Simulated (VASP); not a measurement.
# TaN in VASP: notebook

Runs on TaN. Level: LDA. Tasks: single point.

All numbers are computed with VASP 6.6.1; they aren't measurements. Logs are shortened: lines on timing, memory, paths and dates and some standing lists are left out, and cuts for length are marked.

### 1 The cell of the first run

Symmetry: I4mm, No. 107, tetragonal system. Conventional cell: a = 3.075 Å, b = 3.075 Å, c = 4.349 Å, α = 90.00°, β = 90.00°, γ = 90.00°. Ta (site symmetry 4mm) has 6 N at 1.91 to 2.44 Å within 2.5 Å. Within 2.5 Å of N (site symmetry 4mm) lie 6 Ta at 1.91 to 2.44 Å.

### 2 Single point, LDA (atoms displaced along a vibrational mode)

The input, INCAR:

```
PREC = Accurate ; ENCUT = 700
EDIFF = 1E-6 ; ISMEAR = 0
SIGMA = 0.15 ; LREAL = F
LASPH = T ; NELM = 120
ALGO = Normal ; ISIF = 2
LWAVE = F ; LCHARG = F
GGA = CA ; NBANDS = 16
GGA_COMPAT = F
```

The input, KPOINTS:

```
Automatic mesh
0
Gamma
  18 18 18
```

The input, POSCAR:

```
TaN
1.0
    0.0000000000      2.1742693740      2.1742693740
    2.1742693740      0.0000000000      2.1742693740
    2.1742693740      2.1742693740      0.0000000000
Ta N
1 1
Direct
    0.4956387160      0.5043612840      0.5043612840
    0.0563407651     -0.0563407651     -0.0563407651
```

Potentials or basis: VASP PAW LDA potentials, release 64 (Ta_sv_GW, N).

Run with:

```
> cat potpaw_LDA.64/Ta_sv_GW/POTCAR potpaw_LDA.64/N/POTCAR > POTCAR
> mpirun -np 1 vasp_std > vasp.out
```

OUTCAR:

```text
PREC = Accurate
   ENCUT = 700
   EDIFF = 1E-6
   ISMEAR = 0
   LREAL = F
   LASPH = T
   NELM = 120
   ISIF = 2
   GGA = CA

 ion  position               nearest neighbor table
   1  0.496  0.504  0.504-   2 1.91   2 2.19   2 2.19   2 2.19   2 2.19   2 2.44
   2  0.056  0.944  0.944-   1 1.91   1 2.19   1 2.19   1 2.19   1 2.19   1 2.44

  LATTYP: Found a face centered cubic cell.
 ALAT       =     4.3485387480

  Lattice vectors:

 A1 = (   0.0000000000,   2.1742693740,   2.1742693740)
 A2 = (   2.1742693740,   0.0000000000,   2.1742693740)
 A3 = (   2.1742693740,   2.1742693740,   0.0000000000)

Analysis of symmetry for initial positions (statically):
=====================================================================
 Subroutine PRICEL returns:
 Original cell was already a primitive cell.

 Routine SETGRP: Setting up the symmetry group for a
 face centered cubic supercell.

 Subroutine GETGRP returns: Found  8 space group operations
 (whereof  8 operations were pure point group operations)
 out of a pool of 48 trial point group operations.

The static configuration has the point symmetry C_4v.

Analysis of symmetry for dynamics (positions and initial velocities):
=====================================================================
 Subroutine PRICEL returns:
 Original cell was already a primitive cell.

 Routine SETGRP: Setting up the symmetry group for a
 face centered cubic supercell.

 Subroutine GETGRP returns: Found  8 space group operations
 (whereof  8 operations were pure point group operations)
 out of a pool of 48 trial point group operations.

The dynamic configuration has the point symmetry C_4v.

 Subroutine INISYM returns: Found  8 space group operations
 (whereof  8 operations are pure point group operations),
 and found     1 'primitive' translations

----------------------------------------------------------------------------------------

                                     Primitive cell

  volume of cell :      20.5575

  direct lattice vectors                    reciprocal lattice vectors
     0.000000000  2.174269374  2.174269374    -0.229962306  0.229962306  0.229962306
     2.174269374  0.000000000  2.174269374     0.229962306 -0.229962306  0.229962306
     2.174269374  2.174269374  0.000000000     0.229962306  0.229962306 -0.229962306

  length of vectors
     3.074881237  3.074881237  3.074881237     0.398306399  0.398306399  0.398306399

  position of ions in fractional coordinates (direct lattice)
     0.495638716  0.504361284  0.504361284
     0.056340765  0.943659235  0.943659235

  ion indices of the primitive-cell ions
   primitive index   ion index
                 1           1
                 2           2

----------------------------------------------------------------------------------------

 KPOINTS: Automatic mesh

Automatic generation of k-mesh.
 Grid dimensions read from file:
 generate k-points for:   18   18   18

 Generating k-lattice:

  Cartesian coordinates                     Fractional coordinates (reciprocal lattice)
    -0.012775684  0.012775684  0.012775684     0.055555556  0.000000000  0.000000000
     0.012775684 -0.012775684  0.012775684     0.000000000  0.055555556  0.000000000
     0.012775684  0.012775684 -0.012775684     0.000000000  0.000000000  0.055555556

  Length of vectors
     0.022128133  0.022128133  0.022128133

  Shift w.r.t. Gamma in fractional coordinates (k-lattice)
     0.000000000  0.000000000  0.000000000

 Subroutine IBZKPT returns following result:
 ===========================================

 Found    480 irreducible k-points:

 Following reciprocal coordinates:
            Coordinates               Weight
  0.000000  0.000000  0.000000      1.000000
  0.055556  0.000000  0.000000      8.000000
  0.111111  0.000000  0.000000      8.000000
  0.166667  0.000000  0.000000      8.000000
  0.222222  0.000000  0.000000      8.000000
  0.277778  0.000000  0.000000      8.000000
[... 16 lines left out ...]
  0.388889  0.055556  0.000000     16.000000
  0.000000  0.388889  0.055556      8.000000
 [... further k-points ...]
   k-points           NKPTS =    480   k-points in BZ     NKDIM =    480   number of bands    NBANDS=     16
   number of dos      NEDOS =    301   number of ions     NIONS =      2
   total plane-waves  NPLWV =  21952
   dimension x,y,z NGX =    28 NGY =   28 NGZ =   28
   dimension x,y,z NGXF=    56 NGYF=   56 NGZF=   56
   ions per type =               1   1
   NGX,Y,Z   is equivalent  to a cutoff of  15.14, 15.14, 15.14 a.u.
   NGXF,Y,Z  is equivalent  to a cutoff of  30.28, 30.28, 30.28 a.u.
 SYSTEM =  unknown system
   PREC   = accura    normal or accurate (medium, high low for compatibility)
   ISTART =      0    job   : 0-new  1-cont  2-samecut
   ICHARG =      2    charge: 1-file 2-atom 10-const
   ISPIN  =      1    spin polarized calculation?
   LNONCOLLINEAR =      F non collinear calculations
   LSORBIT =      F    spin-orbit coupling
   LASPH  =      T    aspherical Exc in radial PAW
   ENCUT  =  700.0 eV  51.45 Ry    7.17 a.u.   6.63  6.63  6.63*2*pi/ulx,y,z
   NELM   =    120;   NELMIN=  2; NELMDL= -5     # of ELM steps
   EDIFF  = 0.1E-05   stopping-criterion for ELM
   LREAL  =      F    real-space projection
   EDIFFG = 0.1E-04   stopping-criterion for IOM
   NSW    =      0    number of steps for IOM
   IBRION =     -1    ionic relax: 0-MD 1-quasi-New 2-CG
   NFREE  =      0    steps in history (QN), initial steepest desc. (CG)
   ISIF   =      2    stress and relaxation
   ISYM   =      2    0-nonsym 1-usesym 2-fastsym
   POTIM  = 0.5000    time-step for ionic-motion
   TEBEG  =    0.0;   TEEND  =   0.0 temperature during run
   PSTRESS=    0.0 pullay stress
   NELECT =      18.0000    total number of electrons
   NUPDOWN=      -1.0000    fix difference up-down
   EMIN   =  10.00;   EMAX   =-10.00  energy-range for DOS
   EFERMI =   0.00;   METHOD = LEGACY
   ISMEAR =     0;   SIGMA  =   0.15  broadening in eV -4-tet -1-fermi 0-gaus
   EFERMI_NEDOS =   21; number of points for ismear=-14 and -15
   IALGO  =     38    algorithm
   IMIX   =      4    mixing-type and parameters
     AMIX     =   0.40;   BMIX     =  1.00
     AMIX_MAG =   1.60;   BMIX_MAG =  1.00
  volume/ion in A,a.u.               =      10.28        69.36
  Fermi-wavevector in a.u.,A,eV,Ry     =   1.566182  2.959655 33.374099  2.452927
  Thomas-Fermi vector in A             =   2.668548
   LORBIT       =      0    0 simple, 1 ext, 2 COOP (PROOUT), +10 PAW based schemes
   GGA     = CA    functional components
   LHFCALC =     F    Hartree Fock is set to
   AEXX    =    0.0000 exact exchange contribution
   IVDW    =     0    specifies the selected vdW correction
   LEPSILON=     F    determine dielectric tensor
   LRPA    =     F    only Hartree local field effects (RPA)
 non-spin polarized calculation
 Gauss-broadening in eV      SIGMA  =   0.15
  energy-cutoff  :      700.00
  volume of cell :       20.56
 maximum number of plane-waves:       893
   NGX = 13   NGY = 13   NGZ = 13

 number of electron      18.0000000 magnetization

 Free energy of the ion-electron system (eV)
  ---------------------------------------------------
  ext. energy  EPLUGINS =         0.00000000
  ---------------------------------------------------
  free energy    TOTEN  =       -26.28655554 eV

  energy without entropy =      -26.27643590  energy(sigma->0) =      -26.28149572

 E-fermi :  13.8863     XC(G=0): -14.2284

 val. band max:       13.8838909934   @ k =   0.2778   0.1111  -0.2778
 cond. band min:      13.8889033506   @ k =   0.1111  -0.2778   0.3889
 fundamental gap:      0.0050123572
 Fermi energy:        13.8862803504

 k-point     1 :       0.0000    0.0000    0.0000
  band No.  band energies     occupation
      1     -54.9345      2.00000
      2     -21.4806      2.00000
      3     -21.3486      2.00000
      4     -21.3486      2.00000
      5      -4.8445      2.00000
      6       8.8419      2.00000
[... 8 lines left out ...]
     15      23.0697      0.00000
     16      37.4454      0.00000

 k-point     2 :       0.0556    0.0000    0.0000
  band No.  band energies     occupation
      1     -54.9323      2.00000
      2     -21.4965      2.00000
      3     -21.3690      2.00000
      4     -21.3518      2.00000
      5      -4.7638      2.00000
      6       8.3815      2.00000
[... 8 lines left out ...]
     15      23.3131      0.00000
     16      36.6653      0.00000

 k-point     3 :       0.1111    0.0000    0.0000
  band No.  band energies     occupation
      1     -54.9263      2.00000
      2     -21.5603      2.00000
      3     -21.4086      2.00000
      4     -21.3608      2.00000
      5      -4.5294      2.00000
      6       7.7113      2.00000
[... 8 lines left out ...]
     15      24.0024      0.00000
     16      34.9857      0.00000

 k-point     4 :       0.1667    0.0000    0.0000
  band No.  band energies     occupation
      1     -54.9170      2.00000
      2     -21.6855      2.00000
      3     -21.4387      2.00000
      4     -21.3746      2.00000
      5      -4.1632      2.00000
      6       6.9535      2.00000
[... 8 lines left out ...]
     15      25.0072      0.00000
     16      33.1521      0.00000
[... 324 lines left out ...]
 k-point    22 :       0.0000    0.3333    0.0556
  band No.  band energies     occupation
      1     -54.8843      2.00000
      2     -22.1366      2.00000
      3     -21.4867      2.00000
      4     -21.4423      2.00000
      5      -2.7991      2.00000
      6       4.8972      2.00000
[... 8 lines left out ...]
     15      26.4862      0.00000
     16      29.3884      0.00000

 k-point    23 :       0.3889    0.0556    0.0000
  band No.  band energies     occupation
      1     -54.8744      2.00000
      2     -22.2554      2.00000
      3     -21.5276      2.00000
      4     -21.4449      2.00000
      5      -2.3466      2.00000
      6       4.2964      2.00000
[... 8 lines left out ...]
     15      25.7879      0.00000
     16      28.4613      0.00000

 k-point    24 :       0.0000    0.3889    0.0556
  band No.  band energies     occupation
      1     -54.8743      2.00000
      2     -22.2681      2.00000
      3     -21.5091      2.00000
      4     -21.4538      2.00000
      5      -2.3242      2.00000
      6       4.2891      2.00000
[... 8 lines left out ...]
     15      26.0341      0.00000
     16      28.2639      0.00000

 [... further k-points ...]

------------------------ aborting loop because EDIFF is reached ----------------------------------------

  FORCE on cell =-STRESS in cart. coord.  units (eV):
  Direction    XX          YY          ZZ          XY          YZ          ZX
  --------------------------------------------------------------------------------------
  -------------------------------------------------------------------------------------
  Total        5.2722431      0.2093849      0.2093849     -0.0000000     -0.0000000      0.0000000
  in kB      410.8998376     16.3187150     16.3187150     -0.0000000     -0.0000000      0.0000000
  external PRESSURE =     147.8457558 kB  Pullay stress =       0.0000000 kB

 VOLUME and BASIS-vectors are now :
 -----------------------------------------------------------------------------
  energy-cutoff  :      700.00
  volume of cell :       20.56
      direct lattice vectors                 reciprocal lattice vectors
     0.000000000  2.174269374  2.174269374    -0.229962306  0.229962306  0.229962306
     2.174269374  0.000000000  2.174269374     0.229962306 -0.229962306  0.229962306
     2.174269374  2.174269374  0.000000000     0.229962306  0.229962306 -0.229962306

 POSITION                                       TOTAL-FORCE (eV/Angst)
 -----------------------------------------------------------------------------------
      2.19323      2.17427      2.17427        -3.492088      0.000000      0.000000
      4.10354      2.17427      2.17427         3.492088      0.000000      0.000000
 -----------------------------------------------------------------------------------
    total drift:                               -0.000011     -0.000000     -0.000000

  FREE ENERGIE OF THE ION-ELECTRON SYSTEM (eV)
  ---------------------------------------------------
  free  energy   TOTEN  =       -26.2865555367 eV

  energy  without entropy=      -26.2764358951  energy(sigma->0) =      -26.28149572
```

It took 1.8 min on 1 thread of AMD EPYC 9R45 (Zen 5), shared host; peak memory 0.35 GiB.

Results:

```
Free energy            : -26.2866 eV
Pressure               : 14.8 GPa
Largest force          : 3.492 eV/Å
Band gap on the k mesh : zero (bands 9 and 10 overlap by 3.10 eV)
```

Forces on the atoms (eV/Å):
```
Ta  -3.492  0.000  0.000
N    3.492  0.000  0.000
```

Stress tensor (GPa, compression positive):
```
41.09  0.00  0.00
 0.00  1.63  0.00
 0.00  0.00  1.63
```

Caveat: the cell differs from its parent crystal (atoms displaced along a vibrational mode); the stress differs along the axes, from 2 to 41 GPa; spin-orbit coupling is left out, which moves the levels of the heavy elements; forces of over 1 eV/Å act on the atoms, so gaps and moduli don't describe the material at rest.

### 3 Single point, LDA (atoms displaced along a vibrational mode)

The input, INCAR:

```
PREC = Accurate
ENCUT = 700
EDIFF = 1E-6
ISMEAR = 0
SIGMA = 0.15
LREAL = F
LASPH = T
NELM = 120
ALGO = Normal
ISIF = 2
LWAVE = F
LCHARG = T
LELF = T
LVHAR = T
NBANDS = 16
GGA_COMPAT = F
```

The input, KPOINTS:

```
regular mesh
0
Gamma
  18 18 18
```

The input, POSCAR:

```
TaN
1.0
    0.0000000000      2.1742693740      2.1742693740
    2.1742693740      0.0000000000      2.1742693740
    2.1742693740      2.1742693740      0.0000000000
Ta N
1 1
Direct
    0.4965109728      0.5034890272      0.5034890272
    0.0450726121     -0.0450726121     -0.0450726121
```

Potentials or basis: VASP PAW LDA potentials, release 64 (Ta_sv_GW, N).

Run with:

```
> cat potpaw_LDA.64/Ta_sv_GW/POTCAR potpaw_LDA.64/N/POTCAR > POTCAR
> mpirun -np 1 vasp_std > vasp.out
```

It took 2.6 min on 1 thread of AMD EPYC 9R45 (Zen 5), shared host; peak memory 0.35 GiB.

It converged, with:

| Property | Result |
| --- | --- |
| Free energy | -26.4443 eV |
| Pressure | 9.6 GPa |
| Largest force | 2.521 eV/Å |
| Band gap on the k mesh | zero (bands 9 and 10 overlap by 3.32 eV) |

Forces in eV/Å, atoms in the order of the input:
```
Ta  -2.521  0.000  0.000
N    2.521  0.000  0.000
```

Stress tensor (GPa, compression positive):
```
26.64  0.00  0.00
 0.00  1.15  0.00
 0.00  0.00  1.15
```

Levels at points of the mesh, in eV from the Fermi level:
```tsv
k point	band 6	band 7	band 8	band 9	band 10	band 11	band 12	band 13
(0.00, 0.00, 0.00)	-4.71	-4.71	-4.62	-2.06	-1.03	-1.03	0.18	1.38
(0.50, 0.00, 0.00)	-10.44	-7.69	-7.60	1.82	2.11	2.20	3.96	7.16
(0.50, 0.50, 0.00)	-6.83	-6.53	-4.73	-3.14	2.66	3.83	3.88	4.76
(0.00, 0.50, 0.50)	-6.35	-5.58	-4.57	-4.57	2.38	3.82	3.82	4.14
```

Caveat: the cell differs from its parent crystal (atoms displaced along a vibrational mode); the stress differs along the axes, from 1 to 27 GPa; spin-orbit coupling is left out, which moves the levels of the heavy elements; forces of over 1 eV/Å act on the atoms, so gaps and moduli don't describe the material at rest.

### 4 Single point, LDA (atoms displaced along several vibrational modes)

The input, INCAR:

```
SYSTEM = TaN
PREC     = Accurate       ! precision mode
ENCUT    = 520            ! plane-wave cutoff, eV
EDIFF    = 1E-6           ! SCF threshold, eV
ISMEAR   = 0              ! smearing method
SIGMA    = 0.15           ! smearing width, eV
LREAL    = .False.        ! projectors in reciprocal space
LASPH    = .True.         ! aspherical terms in the spheres
NELM     = 100            ! most SCF steps
ALGO     = Normal         ! electronic algorithm
ISIF     = 2              ! what is computed and relaxed
LWAVE    = .False.        ! write WAVECAR
LCHARG   = .False.        ! write CHGCAR
NBANDS   = 15             ! bands
```

The input, KPOINTS:

```
Automatic mesh
0
Gamma
  18 18 18
  0 0 0
```

The input, POSCAR:

```
TaN
1.0
    0.0000000000      2.1742693740      2.1742693740
    2.1742693740      0.0000000000      2.1742693740
    2.1742693740      2.1742693740      0.0000000000
Ta N
1 1
Direct
    0.4982554864      0.5034890272      0.5017445136
    0.0225363060     -0.0450726121     -0.0225363060
```

Potentials or basis: VASP PAW LDA potentials, release 64 (Ta_pv, N).

Run with:

```
> cat potpaw_LDA.64/Ta_pv/POTCAR potpaw_LDA.64/N/POTCAR > POTCAR
> mpirun -np 1 vasp_std > vasp.out
```

It took 8 min on 1 thread of AMD EPYC 7R43 (Zen 3), shared host; peak memory 0.5 GiB.

It converged, with:

| Property | Result |
| --- | --- |
| Free energy | -24.0187 eV |
| Pressure | 7.3 GPa |
| Largest force | 1.766 eV/Å |
| Band gap on the k mesh | zero (bands 8 and 9 overlap by 3.58 eV) |

Forces in eV/Å, atoms in the order of the input:
```
Ta  -1.689  0.000 -0.516
N    1.689  0.000  0.516
```

Stress tensor (GPa, compression positive):
```
16.12  0.00 -1.14
 0.00  2.00  0.00
-1.14  0.00  3.65
```

Levels at points of the mesh, in eV from the Fermi level:
```tsv
k point	band 4	band 5	band 6	band 7	band 8	band 9	band 10	band 11	band 12	band 13
(0.00, 0.00, 0.00)	-18.82	-4.51	-4.46	-4.34	-2.14	-1.43	-1.39	0.20	0.88	2.01
(0.50, 0.00, 0.00)	-15.54	-10.52	-7.71	-7.61	1.87	1.99	2.18	3.86	7.39	8.20
(0.00, 0.50, 0.00)	-15.58	-10.48	-7.77	-7.72	1.91	2.05	2.23	4.10	7.55	8.26
(0.50, 0.50, 0.00)	-17.52	-6.55	-6.49	-4.69	-3.64	2.46	3.79	3.82	4.84	7.08
(0.00, 0.50, 0.50)	-17.50	-6.46	-5.79	-4.61	-4.43	2.31	3.79	3.79	4.55	6.52
(0.50, 0.00, 0.50)	-17.52	-6.56	-6.54	-4.72	-3.55	2.48	3.80	3.82	4.85	7.24
```

Caveat: the cell differs from its parent crystal (atoms displaced along several vibrational modes); the stress differs along the axes, from 2 to 16 GPa; spin-orbit coupling is left out, which moves the levels of the heavy elements; forces of over 1 eV/Å act on the atoms, so gaps and moduli don't describe the material at rest.

(Continued in part 2 of 2.)
